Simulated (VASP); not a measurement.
# MgS (Cm) in VASP: relaxation of the atoms with PBE

Aim: the relaxation of the atoms of MgS with PBE.

All numbers are computed with VASP 6.6.1; they aren't measurements. Logs are shortened: lines on timing, memory, paths and dates and some standing lists are left out, and cuts for length are marked.

## 1. The cell of the first run

Symmetry: Cm, No. 8, monoclinic system. Conventional cell: a = 6.695 Å, b = 4.029 Å, c = 4.029 Å, α = 90.00°, β = 121.68°, γ = 90.00°. Mg (site symmetry m) has 4 S at 2.42 to 2.52 Å within 3.2 Å. S (site symmetry m) has 4 Mg at 2.42 to 2.52 Å within 3.2 Å.

## 2. Relaxation of the atoms, PBE (shear of c along a, cell held: +9.0 %)

Input file INCAR:

```
SYSTEM = MgS
PREC     = Accurate       ! precision mode
ENCUT    = 520            ! plane-wave cutoff, eV
EDIFF    = 1E-7           ! SCF threshold, eV
ISMEAR   = 0              ! smearing method
SIGMA    = 0.02           ! smearing width, eV
LREAL    = .FALSE.        ! projectors in reciprocal space
LASPH    = .TRUE.         ! aspherical terms in the spheres
NELM     = 60             ! most SCF steps
ALGO     = Normal         ! electronic algorithm
ISIF     = 2              ! what is computed and relaxed
LWAVE    = .FALSE.        ! write WAVECAR
LCHARG   = .FALSE.        ! write CHGCAR
GGA      = PE             ! functional
IBRION   = 2              ! ionic algorithm
NSW      = 60             ! ionic steps
EDIFFG   = -0.008         ! ionic threshold
```

Input file KPOINTS:

```
Automatic mesh
0
G
  6 6 4
  0 0 0
```

Input file POSCAR:

```
MgS
1.0
    2.8486069961      2.8486069961      0.0000000000
   -2.8486069961      2.8486069961      0.0000000000
    0.3625684783      0.3625684783      5.6972139921
Mg S
2 2
Direct
    0.0077867201      0.0000000000     -0.0004543039
    0.5077867201      0.5000000000      0.4995456961
    0.4922132799      0.0000000000      0.2504543039
   -0.0077867201      0.5000000000      0.7504543039
```

Potentials or basis: VASP PAW PBE potentials, release 64 (Mg, S).

Started as:

```bash
> cat potpaw_PBE.64/Mg/POTCAR potpaw_PBE.64/S/POTCAR > POTCAR
> mpirun -np 1 vasp_std > vasp.out
```

OUTCAR:

```text
SYSTEM = MgS
   PREC = Accurate
   ENCUT = 520
   EDIFF = 1E-7
   ISMEAR = 0
   LREAL = .FALSE.
   LASPH = .TRUE.
   NELM = 60
   ISIF = 2
   GGA = PE
   IBRION = 2
   NSW = 60
   EDIFFG = -0.008

 ion  position               nearest neighbor table
   1  0.008  0.000  1.000-   3 2.42   4 2.47   4 2.47   3 2.52
   2  0.508  0.500  0.500-   4 2.42   3 2.47   3 2.47   4 2.52
   3  0.492  0.000  0.250-   1 2.42   2 2.47   2 2.47   1 2.52
   4  0.992  0.500  0.750-   2 2.42   1 2.47   1 2.47   2 2.52

  LATTYP: Found a simple monoclinic cell.
 ALAT       =     4.0285386478
 B/A-ratio  =     1.0000000000
 C/A-ratio  =     1.4199295757
 COS(beta)  =    -0.0896376995

  Lattice vectors:

 A1 = (   2.8486069961,   2.8486069961,   0.0000000000)
 A2 = (   2.8486069961,  -2.8486069961,   0.0000000000)
 A3 = (  -0.3625684783,  -0.3625684783,  -5.6972139921)

Analysis of symmetry for initial positions (statically):
=====================================================================
 Subroutine PRICEL returns following result:

  LATTYP: Found a base centered monoclinic cell.
 ALAT       =     6.6947010610
 B/A-ratio  =     0.6017503412
 C/A-ratio  =     0.6017503412
 COS(beta)  =    -0.5251600268

  Lattice vectors:

 A1 = (  -2.6673227570,   0.1812842391,   2.8486069961)
 A2 = (   0.1812842391,  -2.6673227569,   2.8486069961)
 A3 = (   2.8486069961,   2.8486069961,  -0.0000000000)

   2 primitive cells build up your supercell.

 Routine SETGRP: Setting up the symmetry group for a
 simple monoclinic supercell.

 Subroutine GETGRP returns: Found  2 space group operations
 (whereof  2 operations were pure point group operations)
 out of a pool of  4 trial point group operations.

The static configuration has the point symmetry C_1h.

Analysis of symmetry for dynamics (positions and initial velocities):
=====================================================================
 Subroutine PRICEL returns following result:

  LATTYP: Found a base centered monoclinic cell.
 ALAT       =     6.6947010610
 B/A-ratio  =     0.6017503412
 C/A-ratio  =     0.6017503412
 COS(beta)  =    -0.5251600268

  Lattice vectors:

 A1 = (  -2.6673227570,   0.1812842391,   2.8486069961)
 A2 = (   0.1812842391,  -2.6673227569,   2.8486069961)
 A3 = (   2.8486069961,   2.8486069961,  -0.0000000000)

   2 primitive cells build up your supercell.

 Routine SETGRP: Setting up the symmetry group for a
 simple monoclinic supercell.

 Subroutine GETGRP returns: Found  2 space group operations
 (whereof  2 operations were pure point group operations)
 out of a pool of  4 trial point group operations.

The dynamic configuration has the point symmetry C_1h.

 Subroutine INISYM returns: Found  2 space group operations
 (whereof  2 operations are pure point group operations),
 and found     2 'primitive' translations

----------------------------------------------------------------------------------------

                                     Primitive cell

  volume of cell :      46.2304

  direct lattice vectors                    reciprocal lattice vectors
    -2.667322757  0.181284239  2.848606996    -0.175524388  0.175524388  0.175524388
     0.181284239 -2.667322757  2.848606996     0.175524388 -0.175524388  0.175524388
     2.848606996  2.848606996 -0.000000000     0.175524388  0.175524388  0.153183781

  length of vectors
     3.906665648  3.906665648  4.028538648     0.304017158  0.304017158  0.291689719

  position of ions in fractional coordinates (direct lattice)
     0.999545696  0.999545696  0.007332416
     0.250454304  0.250454304  0.742667584

  ion indices of the primitive-cell ions
   primitive index   ion index
                 1           1
                 2           3

----------------------------------------------------------------------------------------

 KPOINTS: Automatic mesh

Automatic generation of k-mesh.
 Grid dimensions read from file:
 generate k-points for:    6    6    4

 Generating k-lattice:

  Cartesian coordinates                     Fractional coordinates (reciprocal lattice)
     0.029254065  0.029254065 -0.003723435     0.166666667  0.000000000  0.000000000
    -0.029254065  0.029254065  0.000000000     0.000000000  0.166666667  0.000000000
     0.000000000  0.000000000  0.043881097     0.000000000  0.000000000  0.250000000

  Length of vectors
     0.041538712  0.041371495  0.043881097

  Shift w.r.t. Gamma in fractional coordinates (k-lattice)
     0.000000000  0.000000000  0.000000000

 Subroutine IBZKPT returns following result:
 ===========================================

 Found     56 irreducible k-points:

 Following reciprocal coordinates:
            Coordinates               Weight
  0.000000  0.000000  0.000000      1.000000
  0.166667  0.000000 -0.000000      2.000000
  0.333333  0.000000 -0.000000      2.000000
  0.500000  0.000000 -0.000000      1.000000
  0.000000  0.166667  0.000000      2.000000
  0.166667  0.166667 -0.000000      4.000000
[... 16 lines left out ...]
  0.000000  0.166667  0.250000      4.000000
  0.166667  0.166667  0.250000      4.000000
 [... further k-points ...]
   k-points           NKPTS =     56   k-points in BZ     NKDIM =     56   number of bands    NBANDS=     12
   number of dos      NEDOS =    301   number of ions     NIONS =      4
   total plane-waves  NPLWV =  43200
   dimension x,y,z NGX =    30 NGY =   30 NGZ =   48
   dimension x,y,z NGXF=    60 NGYF=   60 NGZF=   96
   ions per type =               2   2
   NGX,Y,Z   is equivalent  to a cutoff of  12.38, 12.38, 13.95 a.u.
   NGXF,Y,Z  is equivalent  to a cutoff of  24.76, 24.76, 27.90 a.u.
 SYSTEM =  MgS
   PREC   = accura    normal or accurate (medium, high low for compatibility)
   ISTART =      0    job   : 0-new  1-cont  2-samecut
   ICHARG =      2    charge: 1-file 2-atom 10-const
   ISPIN  =      1    spin polarized calculation?
   LNONCOLLINEAR =      F non collinear calculations
   LSORBIT =      F    spin-orbit coupling
   LASPH  =      T    aspherical Exc in radial PAW
   ENCUT  =  520.0 eV  38.22 Ry    6.18 a.u.   7.49  7.49 10.64*2*pi/ulx,y,z
   NELM   =     60;   NELMIN=  2; NELMDL= -5     # of ELM steps
   EDIFF  = 0.1E-06   stopping-criterion for ELM
   LREAL  =      F    real-space projection
   EDIFFG = -.8E-02   stopping-criterion for IOM
   NSW    =     60    number of steps for IOM
   IBRION =      2    ionic relax: 0-MD 1-quasi-New 2-CG
   NFREE  =      1    steps in history (QN), initial steepest desc. (CG)
   ISIF   =      2    stress and relaxation
   ISYM   =      2    0-nonsym 1-usesym 2-fastsym
   POTIM  = 0.5000    time-step for ionic-motion
   TEBEG  =    0.0;   TEEND  =   0.0 temperature during run
   PSTRESS=    0.0 pullay stress
   NELECT =      16.0000    total number of electrons
   NUPDOWN=      -1.0000    fix difference up-down
   EMIN   =  10.00;   EMAX   =-10.00  energy-range for DOS
   EFERMI =   0.00;   METHOD = LEGACY
   ISMEAR =     0;   SIGMA  =   0.02  broadening in eV -4-tet -1-fermi 0-gaus
   EFERMI_NEDOS =   21; number of points for ismear=-14 and -15
   IALGO  =     38    algorithm
   IMIX   =      4    mixing-type and parameters
     AMIX     =   0.40;   BMIX     =  1.00
     AMIX_MAG =   1.60;   BMIX_MAG =  1.00
  volume/ion in A,a.u.               =      23.12       155.99
  Fermi-wavevector in a.u.,A,eV,Ry     =   0.912282  1.723962 11.323556  0.832258
  Thomas-Fermi vector in A             =   2.036659
   LORBIT       =      0    0 simple, 1 ext, 2 COOP (PROOUT), +10 PAW based schemes
   GGA     = PE    functional components
   LHFCALC =     F    Hartree Fock is set to
   AEXX    =    0.0000 exact exchange contribution
   IVDW    =     0    specifies the selected vdW correction
   LEPSILON=     F    determine dielectric tensor
   LRPA    =     F    only Hartree local field effects (RPA)
 conjugate gradient relaxation of ions
 non-spin polarized calculation
 Gauss-broadening in eV      SIGMA  =   0.02
  energy-cutoff  :      520.00
  volume of cell :       92.46
 maximum number of plane-waves:      2509
 NGX is ok and might be reduce to    30
   NGX = 15   NGY = 15   NGZ = 21

--------------------------------------- Ionic step        1  -------------------------------------------

 number of electron      15.9999999 magnetization

 Free energy of the ion-electron system (eV)
  ---------------------------------------------------
  ext. energy  EPLUGINS =         0.00000000
  ---------------------------------------------------
  free energy    TOTEN  =       -16.87062046 eV

  energy without entropy =      -16.87062046  energy(sigma->0) =      -16.87062046

------------------------ aborting loop because EDIFF is reached ----------------------------------------

  FORCE on cell =-STRESS in cart. coord.  units (eV):
  Direction    XX          YY          ZZ          XY          YZ          ZX
  --------------------------------------------------------------------------------------
  -------------------------------------------------------------------------------------
  Total       -0.1651150     -0.1651150      0.0869035     -0.0557285     -1.3360337     -1.3360337
  in kB       -2.8611418     -2.8611418      1.5058802     -0.9656733    -23.1510335    -23.1510340
  external PRESSURE =      -1.4054678 kB  Pullay stress =       0.0000000 kB
[... 137 lines left out ...]
  energy  without entropy=      -16.8757617348  energy(sigma->0) =      -16.87576173

--------------------------------------- Ionic step        5  -------------------------------------------

 number of electron      15.9999999 magnetization

 Free energy of the ion-electron system (eV)
  ---------------------------------------------------
  ext. energy  EPLUGINS =         0.00000000
  ---------------------------------------------------
  free energy    TOTEN  =       -16.87578102 eV

  energy without entropy =      -16.87578102  energy(sigma->0) =      -16.87578102

 E-fermi :   1.3202     XC(G=0):  -8.3241

 val. band max:        1.2204116907   @ k =   0.0000   0.0000   0.0000
 cond. band min:       4.2341896875   @ k =   0.0000   0.0000   0.0000
 fundamental gap:      3.0137779968
 Fermi energy:         1.3202307519

 k-point     1 :       0.0000    0.0000    0.0000
  band No.  band energies     occupation
      1     -10.2417      2.00000
      2      -9.3640      2.00000
      3      -1.7977      2.00000
      4      -0.0449      2.00000
      5      -0.0122      2.00000
      6       0.7254      2.00000
      7       0.9834      2.00000
      8       1.2204      2.00000
      9       4.2342      0.00000
     10       4.8411      0.00000
     11       6.5990      0.00000
     12       8.3552      0.00000
[... 331 lines left out ...]
 k-point    24 :       0.1667    0.1667    0.2500
  band No.  band energies     occupation
      1      -9.9784      2.00000
      2      -9.4361      2.00000
      3      -1.4937      2.00000
      4      -0.6442      2.00000
      5      -0.3878      2.00000
      6       0.0465      2.00000
      7       0.4078      2.00000
      8       1.0382      2.00000
      9       6.0728      0.00000
     10       6.2528      0.00000
     11       7.8174      0.00000
     12       8.2276      0.00000

 [... further k-points ...]

------------------------ aborting loop because EDIFF is reached ----------------------------------------

  FORCE on cell =-STRESS in cart. coord.  units (eV):
  Direction    XX          YY          ZZ          XY          YZ          ZX
  --------------------------------------------------------------------------------------
  -------------------------------------------------------------------------------------
  Total       -0.2542071     -0.2542071     -0.0159954     -0.1783443     -1.0925241     -1.0925241
  in kB       -4.4049470     -4.4049470     -0.2771704     -3.0903820    -18.9314548    -18.9314551
  external PRESSURE =      -3.0290214 kB  Pullay stress =       0.0000000 kB
[... 19 lines left out ...]
  FREE ENERGIE OF THE ION-ELECTRON SYSTEM (eV)
  ---------------------------------------------------
  free  energy   TOTEN  =       -16.8757810211 eV

  energy  without entropy=      -16.8757810211  energy(sigma->0) =      -16.87578102

 reached required accuracy - stopping structural energy minimisation
```

Run time: 4.1 min. Hardware: 1 thread of Intel Xeon Platinum 8259CL at 2.50GHz (Skylake/Cascade Lake), shared host; peak memory 0.24 GiB.

What came out:

```yaml
Free_energy: -16.8758 eV
Energy_gained_by_relaxing: 1.3 meV/atom
Ionic_steps: 5
Pressure_after_relaxing: -0.3 GPa
Largest_force_after_relaxing: 0.005 eV/Å
Band_gap_on_the_k_mesh: 3.01 eV
```

Forces in eV/Å, atoms in the order of the input:
```
Mg   0.002  0.002  0.004
Mg   0.002  0.002  0.004
S   -0.002 -0.002 -0.004
S   -0.002 -0.002 -0.004
```

Stress tensor (GPa, compression positive):
```
-0.44 -0.31 -1.89
-0.31 -0.44 -1.89
-1.89 -1.89 -0.03
```

The path:
```
step  energy change (eV)  largest force (eV/Å)  pressure (GPa)
   1              0.0000                0.1690           -0.14
   2             -0.0040                0.0783           -0.23
   3             -0.0051                0.0110           -0.30
   4             -0.0051                0.0110           -0.30
   5             -0.0052                0.0049           -0.30
```

Final structure:
```
Mg S
1.0
     2.84861    2.84861    0.00000
    -2.84861    2.84861    0.00000
     0.36257    0.36257    5.69721
Mg S
2 2
Direct
  0.01157 0.00000 0.99891
  0.51157 0.50000 0.49891
  0.48843 0.00000 0.25109
  0.98843 0.50000 0.75109
```

Caveat: the cell differs from its parent crystal (shear of c along a, cell held: +9.0 %).
